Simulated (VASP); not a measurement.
# Hf3ZrS8 (P1) in VASP: single point with PBE

Aim: the single point of Hf3ZrS8 with PBE.

Program: VASP 6.6.1. These are calculated values, not measurements. Logs are shortened: lines on timing, memory, paths and dates and some standing lists are left out, and cuts for length are marked.

## (1) The cell of the first run

The typed cell holds 12 atoms: a = 3.663 Å, b = 3.663 Å, c = 27.681 Å, α = 88.73°, β = 90.94°, γ = 120.01°.

## (2) Single point, PBE

INCAR

```
SYSTEM = Hf3ZrS8
  PREC = Accurate
  ENCUT = 520
  EDIFF = 1E-7
  ISMEAR = 0
  SIGMA = 0.1
  LREAL = .False.
  LASPH = .True.
  NELM = 100
  ALGO = Normal
  ISIF = 2
  LWAVE = .False.
  LCHARG = .False.
  GGA = PE
  NBANDS = 57
```

KPOINTS

```
Automatic mesh
0
Gamma
  6 6 1
  0 0 0
```

POSCAR

```
Hf3ZrS8
1.0
    3.6628871220     -0.0000102398     -0.0300317833
   -1.8314303240      3.1718651426      0.0407676869
   -0.2286514346      0.2220808181     27.6794203223
Zr Hf S
1 3 8
Direct
   -0.0304638702     -0.0190991776      0.4974011361
   -0.0038799168     -0.0069881499      0.7488291885
    0.0374001578      0.0124760530      0.0016003361
   -0.0030327290      0.0136420434      0.2521682552
    0.3322672679      0.6523439790      0.8009008373
    0.3735135328      0.6718070333      0.0536706517
    0.3330731384      0.6729417885      0.3042377130
    0.3057171821      0.6401770284      0.5501054761
    0.7012306863      0.3531137029      0.9495287121
    0.6608045434      0.3542504801      0.2000993024
    0.6333928460      0.3216858001      0.4446998781
    0.6599771613      0.3336494187      0.6967585134
```

Potentials or basis: VASP PAW PBE potentials, release 64 (Zr_sv, Hf_pv, S).

Command:

```console
> cat potpaw_PBE.64/Zr_sv/POTCAR potpaw_PBE.64/Hf_pv/POTCAR potpaw_PBE.64/S/POTCAR > POTCAR
> mpirun -np 1 vasp_std > vasp.out
```

OUTCAR:

```text
SYSTEM = Hf3ZrS8
   PREC = Accurate
   ENCUT = 520
   EDIFF = 1E-7
   ISMEAR = 0
   LREAL = .False.
   LASPH = .True.
   NELM = 100
   ISIF = 2
   GGA = PE

 ion  position               nearest neighbor table
   1  0.970  0.981  0.497-  11 2.57   8 2.57   8 2.57   8 2.57  11 2.57  11 2.57
   2  0.996  0.993  0.749-   5 2.56  12 2.56   5 2.56  12 2.56  12 2.56   5 2.56
   3  0.037  0.012  0.002-   6 2.56   9 2.56   9 2.56   6 2.56   6 2.56   9 2.56
   4  0.997  0.014  0.252-   7 2.56  10 2.56  10 2.56  10 2.56   7 2.56   7 2.56
   5  0.332  0.652  0.801-   2 2.56   2 2.56   2 2.56
   6  0.374  0.672  0.054-   3 2.56   3 2.56   3 2.56
   7  0.333  0.673  0.304-   4 2.56   4 2.56   4 2.56
   8  0.306  0.640  0.550-   1 2.57   1 2.57   1 2.57
   9  0.701  0.353  0.950-   3 2.56   3 2.56   3 2.56
  10  0.661  0.354  0.200-   4 2.56   4 2.56   4 2.56
  11  0.633  0.322  0.445-   1 2.57   1 2.57   1 2.57
  12  0.660  0.334  0.697-   2 2.56   2 2.56   2 2.56

  LATTYP: Found a triclinic cell.
 ALAT       =     3.6628578349
 B/A-ratio  =     0.9999435482
 C/A-ratio  =     7.7908424787
 COS(alpha) =     0.0055653386
 COS(beta)  =     0.2140873194
 COS(gamma) =     0.4999301642

  Lattice vectors:

 A1 = (   1.8314303240,  -3.1718651426,  -0.0407676869)
 A2 = (  -1.8314567980,  -3.1718549028,  -0.0107359036)
 A3 = (   5.7229688806,  -3.3939562005, -27.7502197925)

Analysis of symmetry for initial positions (statically):
=====================================================================
 Subroutine PRICEL returns:
 Original cell was already a primitive cell.

 Routine SETGRP: Setting up the symmetry group for a
 triclinic supercell.

 Subroutine GETGRP returns: Found  1 space group operations
 (whereof  1 operations were pure point group operations)
 out of a pool of  2 trial point group operations.

The static configuration has the point symmetry C_1 .

Analysis of symmetry for dynamics (positions and initial velocities):
=====================================================================
 Subroutine PRICEL returns:
 Original cell was already a primitive cell.

 Routine SETGRP: Setting up the symmetry group for a
 triclinic supercell.

 Subroutine GETGRP returns: Found  1 space group operations
 (whereof  1 operations were pure point group operations)
[... 123 lines left out ...]
   ISIF   =      2    stress and relaxation
   ISYM   =      2    0-nonsym 1-usesym 2-fastsym
   POTIM  = 0.5000    time-step for ionic-motion
   TEBEG  =    0.0;   TEEND  =   0.0 temperature during run
   PSTRESS=    0.0 pullay stress
   NELECT =      90.0000    total number of electrons
   NUPDOWN=      -1.0000    fix difference up-down
   EMIN   =  10.00;   EMAX   =-10.00  energy-range for DOS
   EFERMI =   0.00;   METHOD = LEGACY
   ISMEAR =     0;   SIGMA  =   0.10  broadening in eV -4-tet -1-fermi 0-gaus
   EFERMI_NEDOS =   21; number of points for ismear=-14 and -15
   IALGO  =     38    algorithm
   IMIX   =      4    mixing-type and parameters
     AMIX     =   0.40;   BMIX     =  1.00
     AMIX_MAG =   1.60;   BMIX_MAG =  1.00
  volume/ion in A,a.u.               =      26.80       180.82
  Fermi-wavevector in a.u.,A,eV,Ry     =   1.070886  2.023682 15.603129  1.146798
  Thomas-Fermi vector in A             =   2.206610
   LORBIT       =      0    0 simple, 1 ext, 2 COOP (PROOUT), +10 PAW based schemes
   GGA     = PE    functional components
   LHFCALC =     F    Hartree Fock is set to
   AEXX    =    0.0000 exact exchange contribution
   IVDW    =     0    specifies the selected vdW correction
   LEPSILON=     F    determine dielectric tensor
   LRPA    =     F    only Hartree local field effects (RPA)
 non-spin polarized calculation
 Gauss-broadening in eV      SIGMA  =   0.10
  energy-cutoff  :      520.00
  volume of cell :      321.54
 maximum number of plane-waves:      8694
   NGX = 13   NGY = 13   NGZ =103

 number of electron      90.0000001 magnetization

 Free energy of the ion-electron system (eV)
  ---------------------------------------------------
  ext. energy  EPLUGINS =         0.00000000
  ---------------------------------------------------
  free energy    TOTEN  =       -90.19255704 eV

  energy without entropy =      -90.19255704  energy(sigma->0) =      -90.19255704

 E-fermi :   2.4420     XC(G=0):  -8.5388

 val. band max:        1.8933593244   @ k =   0.0000   0.0000   0.0000
 cond. band min:       3.0081616291   @ k =   0.5000   0.5000   0.0000
 fundamental gap:      1.1148023047
 Fermi energy:         2.4419923849

 k-point     1 :       0.0000    0.0000    0.0000
  band No.  band energies     occupation
      1     -46.9982      2.00000
      2     -28.8241      2.00000
      3     -28.8240      2.00000
      4     -28.8229      2.00000
      5     -28.7136      2.00000
      6     -28.7135      2.00000
[... 1189 lines left out ...]
     56       5.9624      0.00000
     57       5.9671      0.00000

------------------------ aborting loop because EDIFF is reached ----------------------------------------

  FORCE on cell =-STRESS in cart. coord.  units (eV):
  Direction    XX          YY          ZZ          XY          YZ          ZX
  --------------------------------------------------------------------------------------
  -------------------------------------------------------------------------------------
  Total       -0.7884474     -0.7722002     -0.6823570      0.0049063     -0.0066528      0.0104338
  in kB       -3.9286785     -3.8477219     -3.4000507      0.0244470     -0.0331494      0.0519895
  external PRESSURE =      -3.7254837 kB  Pullay stress =       0.0000000 kB

 VOLUME and BASIS-vectors are now :
 -----------------------------------------------------------------------------
  energy-cutoff  :      520.00
  volume of cell :      321.54
      direct lattice vectors                 reciprocal lattice vectors
     3.662887122 -0.000010240 -0.030031783     0.273017249  0.157627030  0.000990622
    -1.831430324  3.171865143  0.040767687    -0.000019861  0.315292964 -0.002529860
    -0.228651435  0.222080818 27.679420322     0.000296249 -0.000293357  0.036132725

 POSITION                                       TOTAL-FORCE (eV/Angst)
 -----------------------------------------------------------------------------------
      1.64112      3.22174     13.77865         0.000011      0.000241      0.001400
      1.65882      3.31599     20.73773         0.000023     -0.000235      0.000028
      0.11378      0.03993      0.04368        -0.000092     -0.000125     -0.000842
      3.56914      0.09926      6.95049        -0.000113     -0.000437     -0.000554
     -0.16079      2.24701     22.18509        -0.000664      0.000676     -0.067230
      0.12550      2.14280      1.50174        -0.000964      0.000705     -0.067711
     -0.08200      2.20204      8.43856        -0.000633      0.000675     -0.068353
     -0.17841      2.15272     15.24352         0.000417      0.000331      0.002736
      1.70471      1.33089     26.27574         0.000371     -0.000499      0.067395
      1.72591      1.16807      5.53323         0.000739     -0.000543      0.067034
      1.62922      1.11910     12.30313         0.000246     -0.000252     -0.001011
      1.64705      1.21302     19.27965         0.000660     -0.000538      0.067107
 -----------------------------------------------------------------------------------
    total drift:                                0.000147     -0.000665      0.000122

  FREE ENERGIE OF THE ION-ELECTRON SYSTEM (eV)
  ---------------------------------------------------
  free  energy   TOTEN  =       -90.1925570390 eV

  energy  without entropy=      -90.1925570390  energy(sigma->0) =      -90.19255704
```

stdout:

```text
POSCAR found type information on POSCAR ZrHfS
 POSCAR found :  3 types and      12 ions
 scaLAPACK will be used
 LDA part: xc-table for (Slater+PW92), standard interpolation
 POSCAR, INCAR and KPOINTS ok, starting setup
 FFT: planning ... GRIDC
 FFT: planning ... GRID_SOFT
 FFT: planning ... GRID
 WAVECAR not read
 entering main loop
```

Wall time 7.3 min (1 thread of Intel Xeon Platinum 8375C at 2.90GHz (Ice Lake), shared host); peak memory 0.59 GiB.

Results:

| Quantity | Value |
| --- | --- |
| Free energy | -90.1926 eV |
| Pressure | -0.4 GPa |
| Largest force | 0.068 eV/Å |
| Band gap on the k mesh | 1.11 eV, indirect (least direct gap 1.68 eV) |

Forces on the atoms (eV/Å):
```
Zr   0.000  0.000  0.001
Hf   0.000  0.000  0.000
Hf   0.000  0.000 -0.001
Hf   0.000  0.000 -0.001
S   -0.001  0.001 -0.067
S   -0.001  0.001 -0.068
S   -0.001  0.001 -0.068
S    0.000  0.000  0.003
S    0.000  0.000  0.067
S    0.001 -0.001  0.067
S    0.000  0.000 -0.001
S    0.001 -0.001  0.067
```

Caveat: spin-orbit coupling is left out, which moves the levels of the heavy elements.
